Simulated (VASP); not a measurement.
# O2 in VASP: further runs

O2 is run at these levels: PBEsol; tasks: single point, relaxation of the atoms.

All numbers are computed with VASP 6.6.1; they aren't measurements. Logs are shortened: lines on timing, memory, paths and dates and some standing lists are left out, and cuts for length are marked.

**1. The cell of the first run**

The cell holds a molecule in a box, 2 atoms: a = 9.000 Å, b = 9.500 Å, c = 10.000 Å, α = 90.00°, β = 90.00°, γ = 90.00°.

**2. Single point, PBEsol, collinear spin, ferromagnetic start**

Contents of INCAR:

```
ALGO = Normal
EDIFF = 1E-6
ENCUT = 520
GGA = PS
ISIF = 2
ISMEAR = 1
ISPIN = 2
LASPH = True
LCHARG = False
LORBIT = 11
LREAL = False
LWAVE = False
MAGMOM = 1 1
NBANDS = 17
NELM = 150
PREC = Accurate
SIGMA = 0.05
```

Contents of KPOINTS:

```
k-points
0
Gamma
  1 1 1
```

Contents of POSCAR:

```
O
1.0
    9.0000000000      0.0000000000      0.0000000000
    0.0000000000      9.5000000000      0.0000000000
    0.0000000000      0.0000000000     10.0000000000
O
2
Direct
    0.5000000000      0.5000000000      0.4395104169
    0.5000000000      0.5000000000      0.5604895831
```

Potentials or basis: VASP PAW PBE potentials, release 64 (O).

Started as:

```sh
cat potpaw_PBE.64/O/POTCAR > POTCAR
mpirun -np 1 vasp_gam > vasp.out
```

OUTCAR:

```text
EDIFF = 1E-6
   ENCUT = 520
   GGA = PS
   ISIF = 2
   ISMEAR = 1
   ISPIN = 2
   LASPH = True
   LORBIT = 11
   LREAL = False
   NELM = 150
   PREC = Accurate

 ion  position               nearest neighbor table
   1  0.500  0.500  0.440-   2 1.21
   2  0.500  0.500  0.560-   1 1.21

  LATTYP: Found a simple orthorhombic cell.
 ALAT       =     9.0000000000
 B/A-ratio  =     1.0555555556
 C/A-ratio  =     1.1111111111

  Lattice vectors:

 A1 = (   9.0000000000,   0.0000000000,   0.0000000000)
 A2 = (   0.0000000000,   9.5000000000,   0.0000000000)
 A3 = (   0.0000000000,   0.0000000000,  10.0000000000)

Analysis of symmetry for initial positions (statically):
=====================================================================
 Subroutine PRICEL returns:
 Original cell was already a primitive cell.

 Routine SETGRP: Setting up the symmetry group for a
 simple orthorhombic supercell.

 Subroutine GETGRP returns: Found  8 space group operations
 (whereof  8 operations were pure point group operations)
 out of a pool of  8 trial point group operations.

The static configuration has the point symmetry D_2h.

Analysis of symmetry for dynamics (positions and initial velocities):
=====================================================================
 Subroutine PRICEL returns:
 Original cell was already a primitive cell.

 Routine SETGRP: Setting up the symmetry group for a
 simple orthorhombic supercell.

 Subroutine GETGRP returns: Found  8 space group operations
 (whereof  8 operations were pure point group operations)
 out of a pool of  8 trial point group operations.

The dynamic configuration has the point symmetry D_2h.

Analysis of structural, dynamic, and magnetic symmetry:
=====================================================================
 Subroutine PRICEL returns:
 Original cell was already a primitive cell.

 Routine SETGRP: Setting up the symmetry group for a
 simple orthorhombic supercell.

 Subroutine GETGRP returns: Found  8 space group operations
 (whereof  8 operations were pure point group operations)
 out of a pool of  8 trial point group operations.

The overall configuration has the point symmetry D_2h.

 Subroutine INISYM returns: Found  8 space group operations
 (whereof  8 operations are pure point group operations),
 and found     1 'primitive' translations

----------------------------------------------------------------------------------------

                                     Primitive cell

  volume of cell :     855.0000

  direct lattice vectors                    reciprocal lattice vectors
     9.000000000  0.000000000  0.000000000     0.111111111  0.000000000  0.000000000
     0.000000000  9.500000000  0.000000000     0.000000000  0.105263158  0.000000000
     0.000000000  0.000000000 10.000000000     0.000000000  0.000000000  0.100000000

  length of vectors
     9.000000000  9.500000000 10.000000000     0.111111111  0.105263158  0.100000000

  position of ions in fractional coordinates (direct lattice)
     0.500000000  0.500000000  0.439510417
     0.500000000  0.500000000  0.560489583

  ion indices of the primitive-cell ions
   primitive index   ion index
                 1           1
                 2           2

----------------------------------------------------------------------------------------

 KPOINTS: k-points

Automatic generation of k-mesh.
 Grid dimensions read from file:
 generate k-points for:    1    1    1

 Generating k-lattice:

  Cartesian coordinates                     Fractional coordinates (reciprocal lattice)
     0.111111111  0.000000000  0.000000000     1.000000000  0.000000000  0.000000000
     0.000000000  0.105263158  0.000000000     0.000000000  1.000000000  0.000000000
     0.000000000  0.000000000  0.100000000     0.000000000  0.000000000  1.000000000

  Length of vectors
     0.111111111  0.105263158  0.100000000

  Shift w.r.t. Gamma in fractional coordinates (k-lattice)
     0.000000000  0.000000000  0.000000000

 Subroutine IBZKPT returns following result:
 ===========================================

 Found      1 irreducible k-points:

 Following reciprocal coordinates:
            Coordinates               Weight
  0.000000  0.000000  0.000000      1.000000
   k-points           NKPTS =      1   k-points in BZ     NKDIM =      1   number of bands    NBANDS=     17
   number of dos      NEDOS =    301   number of ions     NIONS =      2
   total plane-waves  NPLWV = 403200
   dimension x,y,z NGX =    70 NGY =   72 NGZ =   80
   dimension x,y,z NGXF=   140 NGYF=  144 NGZF=  160
   ions per type =               2
   NGX,Y,Z   is equivalent  to a cutoff of  12.93, 12.60, 13.30 a.u.
   NGXF,Y,Z  is equivalent  to a cutoff of  25.86, 25.20, 26.60 a.u.
 SYSTEM =  unknown system
   PREC   = accura    normal or accurate (medium, high low for compatibility)
   ISTART =      0    job   : 0-new  1-cont  2-samecut
   ICHARG =      2    charge: 1-file 2-atom 10-const
   ISPIN  =      2    spin polarized calculation?
   LNONCOLLINEAR =      F non collinear calculations
   LSORBIT =      F    spin-orbit coupling
   LASPH  =      T    aspherical Exc in radial PAW
   ENCUT  =  520.0 eV  38.22 Ry    6.18 a.u.  16.73 17.66 18.59*2*pi/ulx,y,z
   NELM   =    150;   NELMIN=  2; NELMDL= -5     # of ELM steps
   EDIFF  = 0.1E-05   stopping-criterion for ELM
   LREAL  =      F    real-space projection
   EDIFFG = 0.1E-04   stopping-criterion for IOM
   NSW    =      0    number of steps for IOM
   IBRION =     -1    ionic relax: 0-MD 1-quasi-New 2-CG
   NFREE  =      0    steps in history (QN), initial steepest desc. (CG)
   ISIF   =      2    stress and relaxation
   ISYM   =      2    0-nonsym 1-usesym 2-fastsym
   POTIM  = 0.5000    time-step for ionic-motion
   TEBEG  =    0.0;   TEEND  =   0.0 temperature during run
   PSTRESS=    0.0 pullay stress
   NELECT =      12.0000    total number of electrons
   NUPDOWN=      -1.0000    fix difference up-down
   EMIN   =  10.00;   EMAX   =-10.00  energy-range for DOS
   EFERMI =   0.00;   METHOD = LEGACY
   ISMEAR =     1;   SIGMA  =   0.05  broadening in eV -4-tet -1-fermi 0-gaus
   EFERMI_NEDOS =   21; number of points for ismear=-14 and -15
   IALGO  =     38    algorithm
   IMIX   =      4    mixing-type and parameters
     AMIX     =   0.40;   BMIX     =  1.00
     AMIX_MAG =   1.60;   BMIX_MAG =  1.00
  volume/ion in A,a.u.               =     427.50      2884.91
  Fermi-wavevector in a.u.,A,eV,Ry     =   0.394893  0.746240  2.121703  0.155941
  Thomas-Fermi vector in A             =   1.339966
   LORBIT       =     11    0 simple, 1 ext, 2 COOP (PROOUT), +10 PAW based schemes
   GGA     = PS    functional components
   LHFCALC =     F    Hartree Fock is set to
   AEXX    =    0.0000 exact exchange contribution
   IVDW    =     0    specifies the selected vdW correction
   LEPSILON=     F    determine dielectric tensor
   LRPA    =     F    only Hartree local field effects (RPA)
 spin polarized calculation
 Methfessel and Paxton  Order N= 1 SIGMA  =   0.05
  energy-cutoff  :      520.00
  volume of cell :      855.00
 maximum number of plane-waves:     11510
 NGX is ok and might be reduce to    70
   NGX = 33   NGY = 35   NGZ = 37

 number of electron      12.0000002 magnetization       2.0000001

 Free energy of the ion-electron system (eV)
  ---------------------------------------------------
  ext. energy  EPLUGINS =         0.00000000
  ---------------------------------------------------
  free energy    TOTEN  =       -10.26292350 eV

  energy without entropy =      -10.26582245  energy(sigma->0) =      -10.26388982

 E-fermi :  -6.5802     XC(G=0):  -0.6180

 val. band max:       -6.6222366407   @ k =   0.0000   0.0000   0.0000
 cond. band min:      -4.3588441682   @ k =   0.0000   0.0000   0.0000
 fundamental gap:      2.2633924725
 Fermi energy:        -6.5801550573

 spin component 1

 k-point     1 :       0.0000    0.0000    0.0000
  band No.  band energies     occupation
      1     -32.8683      1.00000
      2     -20.2064      1.00000
      3     -13.3784      1.00000
      4     -13.3783      1.00000
      5     -13.3624      1.00000
      6      -6.6223      1.00006
      7      -6.6222      0.99994
      8      -0.2650      0.00000
      9       0.9556      0.00000
     10       1.2875      0.00000
     11       1.2924      0.00000
     12       1.4497      0.00000
     13       1.5520      0.00000
     14       1.7337      0.00000
     15       2.5155      0.00000
     16       2.8077      0.00000
     17       2.8987      0.00000
 Fermi energy:        -6.5801550573

 spin component 2

 k-point     1 :       0.0000    0.0000    0.0000
  band No.  band energies     occupation
      1     -31.6204      1.00000
      2     -18.4260      1.00000
      3     -12.3315      1.00000
      4     -11.5415      1.00000
      5     -11.5413      1.00000
      6      -4.3588      0.00000
      7      -4.3588      0.00000
      8      -0.1581      0.00000
      9       1.1734      0.00000
     10       1.3483      0.00000
     11       1.4169      0.00000
     12       1.5887      0.00000
     13       1.6114      0.00000
     14       1.8026      0.00000
     15       2.7427      0.00000
     16       2.9739      0.00000
     17       2.9833      0.00000

------------------------ aborting loop because EDIFF is reached ----------------------------------------

  FORCE on cell =-STRESS in cart. coord.  units (eV):
  Direction    XX          YY          ZZ          XY          YZ          ZX
  --------------------------------------------------------------------------------------
  -------------------------------------------------------------------------------------
  Total       -0.0728989     -0.0726663      1.6132388      0.0000000      0.0000000      0.0000000
  in kB       -0.1366046     -0.1361687      3.0230346      0.0000000      0.0000000      0.0000000
  external PRESSURE =       0.9167538 kB  Pullay stress =       0.0000000 kB

 VOLUME and BASIS-vectors are now :
 -----------------------------------------------------------------------------
  energy-cutoff  :      520.00
  volume of cell :      855.00
      direct lattice vectors                 reciprocal lattice vectors
     9.000000000  0.000000000  0.000000000     0.111111111  0.000000000  0.000000000
     0.000000000  9.500000000  0.000000000     0.000000000  0.105263158  0.000000000
     0.000000000  0.000000000 10.000000000     0.000000000  0.000000000  0.100000000

 POSITION                                       TOTAL-FORCE (eV/Angst)
 -----------------------------------------------------------------------------------
      4.50000      4.75000      4.39510         0.000000      0.000000     -1.400112
      4.50000      4.75000      5.60490         0.000000      0.000000      1.400112
 -----------------------------------------------------------------------------------
    total drift:                                0.000000      0.000000     -0.000000

  FREE ENERGIE OF THE ION-ELECTRON SYSTEM (eV)
  ---------------------------------------------------
  free  energy   TOTEN  =       -10.2629234973 eV

  energy  without entropy=      -10.2658224507  energy(sigma->0) =      -10.26388982

 total charge

# of ion       s       p       d       tot
------------------------------------------
    1        1.609   3.308   0.000   4.917
    2        1.609   3.308   0.000   4.917
--------------------------------------------------
tot          3.218   6.616   0.000   9.834

 magnetization (x)

# of ion       s       p       d       tot
------------------------------------------
    1        0.009   0.797   0.000   0.806
    2        0.009   0.797   0.000   0.806
--------------------------------------------------
tot          0.018   1.594   0.000   1.612
```

Wall time 1.8 min (1 thread of Intel Xeon Platinum 8488C (Sapphire Rapids), shared host); peak memory 1 GiB.

What came out:

```
Free energy                                           : -10.2629 eV
Largest force                                         : 1.400 eV/Å
Gap between the frontier levels                       : 2.26 eV
Net moment                                            : 2.00 μB per cell
Site moments                                          : O +0.81 μB
Valence electrons inside the program's atomic spheres : O 4.92
```

Forces on the atoms (eV/Å):
```
O    0.000  0.000 -1.400
O    0.000  0.000  1.400
```

Caveat: the standard files for N, O and F lose accuracy on very short bonds; the PAW data sets were made with another functional, which shifts forces and pressure a little.

(Continued in part 2 of 2.)
